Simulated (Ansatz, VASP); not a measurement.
# One calculation of Hf3TiO8, two programs

File INCAR:

```
SYSTEM = Hf3TiO8
ALGO     = Normal         ! electronic algorithm
EDIFF    = 1E-6           ! SCF threshold, eV
EDIFFG   = -0.01          ! ionic threshold
ENCUT    = 600            ! plane-wave cutoff, eV
GGA      = PE             ! functional
IBRION   = 2              ! ionic algorithm
ISIF     = 3              ! what is computed and relaxed
ISMEAR   = 0              ! smearing method
LASPH    = .TRUE.         ! aspherical terms in the spheres
LCHARG   = .FALSE.        ! write CHGCAR
LREAL    = .FALSE.        ! projectors in reciprocal space
LWAVE    = .FALSE.        ! write WAVECAR
NELM     = 60             ! most SCF steps
NSW      = 100            ! ionic steps
PREC     = Accurate       ! precision mode
SIGMA    = 0.02           ! smearing width, eV
```

The input KPOINTS:

```
k-points
0
G
  6 6 4
  0 0 0
```

POSCAR

```
Hf3TiO8
1.0
    3.4054942607     -3.4109385499      0.0000000000
    3.4054942607      3.4109385499      0.0000000000
    0.0000000000      0.0000000000      6.3445064997
Hf Ti O
3 1 8
Direct
    0.5000000000      0.5000000000      0.0000000000
    0.0000000000      0.0000000000      0.2545267742
    0.0000000000      0.0000000000      0.7454732258
    0.5000000000      0.5000000000      0.5000000000
    0.3094685917      0.6905314083      0.2618758428
    0.3094685917      0.6905314083      0.7381241572
    0.8055092078      0.8055092078      0.0000000000
    0.7957524671      0.7957524671      0.5000000000
    0.1944907922      0.1944907922      0.0000000000
    0.2042475329      0.2042475329      0.5000000000
    0.6905314083      0.3094685917      0.2618758428
    0.6905314083      0.3094685917      0.7381241572
```

Input for Ansatz:

```yaml
crystal:
  lattice:
    - [3.4054942607, -3.4109385499, 0.0]
    - [3.4054942607, 3.4109385499, 0.0]
    - [0.0, 0.0, 6.3445064997]
  atoms:
    - { symbol: Hf, position: [0.5, 0.5, 0.0] }
    - { symbol: Hf, position: [0.0, 0.0, 0.2545267742] }
    - { symbol: Hf, position: [0.0, 0.0, 0.7454732258] }
    - { symbol: Ti, position: [0.5, 0.5, 0.5] }
    - { symbol: O, position: [0.3094685917, 0.6905314083, 0.2618758428] }
    - { symbol: O, position: [0.3094685917, 0.6905314083, 0.7381241572] }
    - { symbol: O, position: [0.8055092078, 0.8055092078, 0.0] }
    - { symbol: O, position: [0.7957524671, 0.7957524671, 0.5] }
    - { symbol: O, position: [0.1944907922, 0.1944907922, 0.0] }
    - { symbol: O, position: [0.2042475329, 0.2042475329, 0.5] }
    - { symbol: O, position: [0.6905314083, 0.3094685917, 0.2618758428] }
    - { symbol: O, position: [0.6905314083, 0.3094685917, 0.7381241572] }
basis:
  ecutwfc: 420
kpoints:
  mp_grid: { grid: [6, 6, 4] }
hamiltonian:
  xc: pbe
scf:
  occupations: { method: gaussian, width: 0.02 }
output:
  forces: true
  stress: true
  eigenvalues: true
  write_density: true
  write_potential: true
  elf: true
  volumetric_format: npy
relax:
  adjacent_minimum: "off"
  f_tol: 0.01
  max_steps: 80
  cell: { stress_tol: 0.05 }
```

Alike in both runs: task relaxation of cell and atoms; functional PBE; k mesh 6 × 6 × 4; occupations gaussian, width 0.02 eV; no spin polarisation.

```csv
,VASP,Ansatz
version,VASP 6.6.1,Ansatz 0.2.0
potentials or method,"VASP PAW PBE potentials, release 64 (Hf_pv, Ti_sv, O), cutoff 600 eV","scalar-relativistic, plane waves, PAW"
valence electrons in the cell,90,138
```

Ansatz gave:

- gap on the k mesh at the Fermi level, each at its own relaxed structure (eV): 2.53
- relaxed volume (Å³/atom): 12.29
- relaxed cell length with the largest relative difference (Å): 4.819

Estimate VASP's values.

gap on the k mesh at the Fermi level, each at its own relaxed structure (eV): 2.48; relaxed volume (Å³/atom): 12.17; relaxed cell length with the largest relative difference (Å): 4.802.

VASP's potentials hold 90 valence electrons a cell and Ansatz's 138, so a difference there can come from the potentials and not from the codes.

Neither program's run includes spin-orbit coupling.
